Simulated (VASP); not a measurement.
# SnTe (R-3m) in VASP: further runs, part 2 of 3

VASP 6.6.1. The steps go on from the part before.

**3. Electric field gradients, LDA (equal xy, yz and zx shear strains of -3 %)**

Input file INCAR:

```
SYSTEM = SnTe
  PREC = Accurate
  ENCUT = 520
  EDIFF = 1E-8
  ISMEAR = -1
  SIGMA = 0.08
  LREAL = .FALSE.
  LASPH = .TRUE.
  NELM = 100
  ALGO = Normal
  ISIF = 2
  LWAVE = .FALSE.
  LCHARG = .FALSE.
  LEFG = .TRUE.
  NBANDS = 17
```

Input file KPOINTS:

```
regular mesh
0
G
  11 11 11
  0 0 0
```

Input file POSCAR:

```
SnTe
1.0
   -0.0946950000      3.1091525000      3.1091525000
    3.1091525000     -0.0946950000      3.1091525000
    3.1091525000      3.1091525000     -0.0946950000
Sn Te
1 1
Direct
    0.0000000000      0.0000000000      0.0000000000
    0.5000000000      0.5000000000      0.5000000000
```

Potentials or basis: VASP PAW LDA potentials, release 64 (Sn_d, Te).

Run with:

```bash
$ cat potpaw_LDA.64/Sn_d/POTCAR potpaw_LDA.64/Te/POTCAR > POTCAR
$ mpirun -np 1 vasp_std > vasp.out
```

OUTCAR:

```text
SYSTEM = SnTe
   PREC = Accurate
   ENCUT = 520
   EDIFF = 1E-8
   ISMEAR = -1
   LREAL = .FALSE.
   LASPH = .TRUE.
   NELM = 100
   ISIF = 2

 ion  position               nearest neighbor table
   1  0.000  0.000  0.000-   2 3.16   2 3.16   2 3.16   2 3.16   2 3.16   2 3.16
   2  0.500  0.500  0.500-   1 3.16   1 3.16   1 3.16   1 3.16   1 3.16   1 3.16

  LATTYP: Found a trigonal (rhomboedric) cell.
 ALAT       =     4.3980252022
 COS(alpha) =     0.4693254694

  Lattice vectors:

 A1 = (  -0.0946950000,   3.1091525000,   3.1091525000)
 A2 = (   3.1091525000,  -0.0946950000,   3.1091525000)
 A3 = (   3.1091525000,   3.1091525000,  -0.0946950000)

Analysis of symmetry for initial positions (statically):
=====================================================================
 Subroutine PRICEL returns:
 Original cell was already a primitive cell.

 Routine SETGRP: Setting up the symmetry group for a
 trigonal (rhombohedral) supercell.

 Subroutine GETGRP returns: Found 12 space group operations
 (whereof 12 operations were pure point group operations)
 out of a pool of 12 trial point group operations.

The static configuration has the point symmetry D_3d.

Analysis of symmetry for dynamics (positions and initial velocities):
=====================================================================
 Subroutine PRICEL returns:
 Original cell was already a primitive cell.

 Routine SETGRP: Setting up the symmetry group for a
 trigonal (rhombohedral) supercell.

 Subroutine GETGRP returns: Found 12 space group operations
 (whereof 12 operations were pure point group operations)
 out of a pool of 12 trial point group operations.

The dynamic configuration has the point symmetry D_3d.

 Subroutine INISYM returns: Found 12 space group operations
 (whereof 12 operations are pure point group operations),
 and found     1 'primitive' translations

----------------------------------------------------------------------------------------

                                     Primitive cell

  volume of cell :      62.8566

  direct lattice vectors                    reciprocal lattice vectors
    -0.094695000  3.109152500  3.109152500    -0.153649024  0.158475695  0.158475695
     3.109152500 -0.094695000  3.109152500     0.158475695 -0.153649024  0.158475695
     3.109152500  3.109152500 -0.094695000     0.158475695  0.158475695 -0.153649024

  length of vectors
     4.398025202  4.398025202  4.398025202     0.271729855  0.271729855  0.271729855

  position of ions in fractional coordinates (direct lattice)
     0.000000000  0.000000000  0.000000000
     0.500000000  0.500000000  0.500000000

  ion indices of the primitive-cell ions
   primitive index   ion index
                 1           1
                 2           2

----------------------------------------------------------------------------------------

 KPOINTS: regular mesh

Automatic generation of k-mesh.
 Grid dimensions read from file:
[... 71 lines left out ...]
   ISIF   =      2    stress and relaxation
   ISYM   =      2    0-nonsym 1-usesym 2-fastsym
   POTIM  = 0.5000    time-step for ionic-motion
   TEBEG  =    0.0;   TEEND  =   0.0 temperature during run
   PSTRESS=    0.0 pullay stress
   NELECT =      20.0000    total number of electrons
   NUPDOWN=      -1.0000    fix difference up-down
   EMIN   =  10.00;   EMAX   =-10.00  energy-range for DOS
   EFERMI =   0.00;   METHOD = LEGACY
   ISMEAR =    -1;   SIGMA  =   0.08  broadening in eV -4-tet -1-fermi 0-gaus
   EFERMI_NEDOS =   21; number of points for ismear=-14 and -15
   IALGO  =     38    algorithm
   IMIX   =      4    mixing-type and parameters
     AMIX     =   0.40;   BMIX     =  1.00
     AMIX_MAG =   1.60;   BMIX_MAG =  1.00
  volume/ion in A,a.u.               =      31.43       212.09
  Fermi-wavevector in a.u.,A,eV,Ry     =   1.117638  2.112029 16.995232  1.249114
  Thomas-Fermi vector in A             =   2.254262
   LORBIT       =      0    0 simple, 1 ext, 2 COOP (PROOUT), +10 PAW based schemes
   GGA     = CA    functional components
   LHFCALC =     F    Hartree Fock is set to
   AEXX    =    0.0000 exact exchange contribution
   IVDW    =     0    specifies the selected vdW correction
   LEPSILON=     F    determine dielectric tensor
   LRPA    =     F    only Hartree local field effects (RPA)
 non-spin polarized calculation
  energy-cutoff  :      520.00
  volume of cell :       62.86
 maximum number of plane-waves:      1720
 NGX is ok and might be reduce to    36
   NGX = 17   NGY = 17   NGZ = 17

 number of electron      20.0000002 magnetization

 Free energy of the ion-electron system (eV)
  ---------------------------------------------------
  ext. energy  EPLUGINS =         0.00000000
  ---------------------------------------------------
  free energy    TOTEN  =        -8.81342545 eV

  energy without entropy =       -8.81061770  energy(sigma->0) =       -8.81202157

 E-fermi :   6.6129     XC(G=0):  -9.7198

 val. band max:        6.5315437190   @ k =   0.4545  -0.0000  -0.0000
 cond. band min:       6.6469375225   @ k =   0.4545   0.4545   0.4545
 fundamental gap:      0.1153938035
 Fermi energy:         6.6129401568

 k-point     1 :       0.0000    0.0000    0.0000
  band No.  band energies     occupation
      1     -15.1144      2.00000
      2     -15.1144      2.00000
      3     -15.1057      2.00000
      4     -15.1050      2.00000
      5     -15.1050      2.00000
      6      -6.1026      2.00000
[... 457 lines left out ...]
      4     -15.1027      2.00000
      5     -15.1008      2.00000
      6      -5.4360      2.00000
[... 9 lines left out ...]
     16      14.3468      0.00000
     17      14.6247      0.00000

 [... further k-points ...]

------------------------ aborting loop because EDIFF is reached ----------------------------------------

  FORCE on cell =-STRESS in cart. coord.  units (eV):
  Direction    XX          YY          ZZ          XY          YZ          ZX
  --------------------------------------------------------------------------------------
  -------------------------------------------------------------------------------------
  Total       -0.6568136     -0.6568136     -0.6568136      0.1909196      0.1909196      0.1909196
  in kB      -16.7417754    -16.7417754    -16.7417754      4.8664235      4.8664235      4.8664235
  external PRESSURE =     -16.7417754 kB  Pullay stress =       0.0000000 kB

 VOLUME and BASIS-vectors are now :
 -----------------------------------------------------------------------------
  energy-cutoff  :      520.00
  volume of cell :       62.86
      direct lattice vectors                 reciprocal lattice vectors
    -0.094695000  3.109152500  3.109152500    -0.153649024  0.158475695  0.158475695
     3.109152500 -0.094695000  3.109152500     0.158475695 -0.153649024  0.158475695
     3.109152500  3.109152500 -0.094695000     0.158475695  0.158475695 -0.153649024

 POSITION                                       TOTAL-FORCE (eV/Angst)
 -----------------------------------------------------------------------------------
      0.00000      0.00000      0.00000        -0.000000      0.000000      0.000000
      3.06180      3.06180      3.06181         0.000000     -0.000000     -0.000000
 -----------------------------------------------------------------------------------
    total drift:                               -0.000000      0.000000      0.000000

  FREE ENERGIE OF THE ION-ELECTRON SYSTEM (eV)
  ---------------------------------------------------
  free  energy   TOTEN  =        -8.8134254517 eV

  energy  without entropy=       -8.8106176963  energy(sigma->0) =       -8.81202157

 Electric field gradients (V/A^2)
---------------------------------------------------------------------
 ion       V_xx      V_yy      V_zz      V_xy      V_xz      V_yz
---------------------------------------------------------------------
   1       0.000     0.000     0.000    -1.265    -1.265    -1.265
   2      -0.000    -0.000     0.000   -17.958   -17.958   -17.958
---------------------------------------------------------------------

 Electric field gradients after diagonalization (V/A^2)
 (convention: |V_zz| > |V_xx| > |V_yy|)
----------------------------------------------------------------------
 ion       V_xx      V_yy      V_zz     asymmetry (V_yy - V_xx)/ V_zz
----------------------------------------------------------------------
   1       1.265     1.265    -2.530       0.000
   2      17.958    17.958   -35.917       0.000
----------------------------------------------------------------------

           NMR quadrupolar parameters

 Cq : quadrupolar parameter    Cq=e*Q*V_zz/h
 eta: asymmetry parameters     (V_yy - V_xx)/ V_zz
 Q  : nuclear electric quadrupole moment in mb (millibarn)
----------------------------------------------------------------------
 ion       Cq(MHz)       eta       Q (mb)
----------------------------------------------------------------------
   1      -0.006       0.000       1.000
   2      -0.087       0.000       1.000
----------------------------------------------------------------------
```

stdout:

```text
POSCAR found type information on POSCAR SnTe
 POSCAR found :  2 types and       2 ions
 scaLAPACK will be used
 LDA part: xc-table for (Slater(with rela. corr.)+CA(PZ))
 , standard interpolation
 POSCAR, INCAR and KPOINTS ok, starting setup
 FFT: planning ... GRIDC
 FFT: planning ... GRID_SOFT
 FFT: planning ... GRID
 WAVECAR not read
 entering main loop
ion   1

ion   2
```

It took 5.5 min on 1 thread of AMD EPYC 7R43 (Zen 3), shared host; peak memory 0.24 GiB.

Results:

```
Free energy                             : -8.8134 eV
Pressure                                : -1.7 GPa
Band gap on the k mesh                  : 0.12 eV (least direct gap 0.39 eV)
Largest electric field gradient by atom : Sn -2.5; Te -35.9 V/Å²
```

Stress tensor (GPa, compression positive):
```
-1.67  0.49  0.49
 0.49 -1.67  0.49
 0.49  0.49 -1.67
```

Electric field gradients, principal values (V/Å²):
| atom | least | middle | greatest (by size) |
| --- | --- | --- | --- |
| 1 Sn | 1.265 | 1.265 | -2.530 |
| 2 Te | 17.958 | 17.958 | -35.917 |

Caveat: the cell differs from its parent crystal (equal xy, yz and zx shear strains of -3 %); semilocal functionals underestimate gaps, and a narrow one can read as zero; without QUAD_EFG the Cq values of the log hold for a quadrupole moment of 1 mb, not for the nuclei; spin-orbit coupling is left out, which moves the levels of the heavy elements. A k mesh can miss the band edges.

**4. Electric field gradients, LDA (equal xy, yz and zx shear strains of -1 %)**

Input file INCAR:

```
SYSTEM = SnTe
ALGO = Normal ; EDIFF = 1E-8
ENCUT = 520 ; ISIF = 2
ISMEAR = -1 ; LASPH = .TRUE.
LCHARG = .FALSE. ; LEFG = .TRUE.
LREAL = .FALSE. ; LWAVE = .FALSE.
NBANDS = 17 ; NELM = 80
PREC = Accurate ; SIGMA = 0.08
```

Input file KPOINTS:

```
k-points
0
G
  11 11 11
  0 0 0
```

Input file POSCAR:

```
SnTe
1.0
   -0.0315650000      3.1407175000      3.1407175000
    3.1407175000     -0.0315650000      3.1407175000
    3.1407175000      3.1407175000     -0.0315650000
Sn Te
1 1
Direct
    0.0000000000      0.0000000000      0.0000000000
    0.5000000000      0.5000000000      0.5000000000
```

Potentials or basis: VASP PAW LDA potentials, release 64 (Sn_d, Te).

Run with:

```bash
$ cat potpaw_LDA.64/Sn_d/POTCAR potpaw_LDA.64/Te/POTCAR > POTCAR
$ mpirun -np 1 vasp_std > vasp.out
```

OUTCAR:

```text
SYSTEM = SnTe
   EDIFF = 1E-8
   ENCUT = 520
   ISIF = 2
   ISMEAR = -1
   LASPH = .TRUE.
   LREAL = .FALSE.
   NELM = 80
   PREC = Accurate

 ion  position               nearest neighbor table
   1  0.000  0.000  0.000-   2 3.16   2 3.16   2 3.16   2 3.16   2 3.16   2 3.16
   2  0.500  0.500  0.500-   1 3.16   1 3.16   1 3.16   1 3.16   1 3.16   1 3.16

  LATTYP: Found a trigonal (rhomboedric) cell.
 ALAT       =     4.4417574426
 COS(alpha) =     0.4899250057

  Lattice vectors:

 A1 = (  -0.0315650000,   3.1407175000,   3.1407175000)
 A2 = (   3.1407175000,  -0.0315650000,   3.1407175000)
 A3 = (   3.1407175000,   3.1407175000,  -0.0315650000)
[... 692 lines left out ...]
  free  energy   TOTEN  =        -8.8209142948 eV

  energy  without entropy=       -8.8190654274  energy(sigma->0) =       -8.81998986

 Electric field gradients (V/A^2)
---------------------------------------------------------------------
 ion       V_xx      V_yy      V_zz      V_xy      V_xz      V_yz
---------------------------------------------------------------------
   1      -0.000     0.000    -0.000    -0.427    -0.427    -0.427
   2      -0.000    -0.000    -0.000    -5.835    -5.835    -5.835
---------------------------------------------------------------------

 Electric field gradients after diagonalization (V/A^2)
 (convention: |V_zz| > |V_xx| > |V_yy|)
----------------------------------------------------------------------
 ion       V_xx      V_yy      V_zz     asymmetry (V_yy - V_xx)/ V_zz
----------------------------------------------------------------------
   1       0.427     0.427    -0.854       0.000
   2       5.835     5.835   -11.670       0.000
----------------------------------------------------------------------

           NMR quadrupolar parameters

 Cq : quadrupolar parameter    Cq=e*Q*V_zz/h
 eta: asymmetry parameters     (V_yy - V_xx)/ V_zz
 Q  : nuclear electric quadrupole moment in mb (millibarn)
----------------------------------------------------------------------
 ion       Cq(MHz)       eta       Q (mb)
----------------------------------------------------------------------
   1      -0.002       0.000       1.000
   2      -0.028       0.000       1.000
----------------------------------------------------------------------
```

Run time: 4.6 min. Hardware: 1 thread of AMD EPYC 7R43 (Zen 3), shared host; peak memory 0.25 GiB.

Results:

```
Free energy                             : -8.8209 eV
Pressure                                : -1.7 GPa
Band gap on the k mesh                  : 0.32 eV (least direct gap 0.41 eV)
Largest electric field gradient by atom : Sn -0.9; Te -11.7 V/Å²
```

Electric field gradients, principal values (V/Å²):
| atom | least | middle | greatest (by size) |
| --- | --- | --- | --- |
| 1 Sn | 0.427 | 0.427 | -0.854 |
| 2 Te | 5.835 | 5.835 | -11.670 |

Caveat: the cell differs from its parent crystal (equal xy, yz and zx shear strains of -1 %); semilocal functionals underestimate gaps, and a narrow one can read as zero; without QUAD_EFG the Cq values of the log hold for a quadrupole moment of 1 mb, not for the nuclei; spin-orbit coupling is left out, which moves the levels of the heavy elements.

(Part 2 of 3 ends here.)

The gap in the log of VASP goes by the Fermi energy; the results here count the filled bands.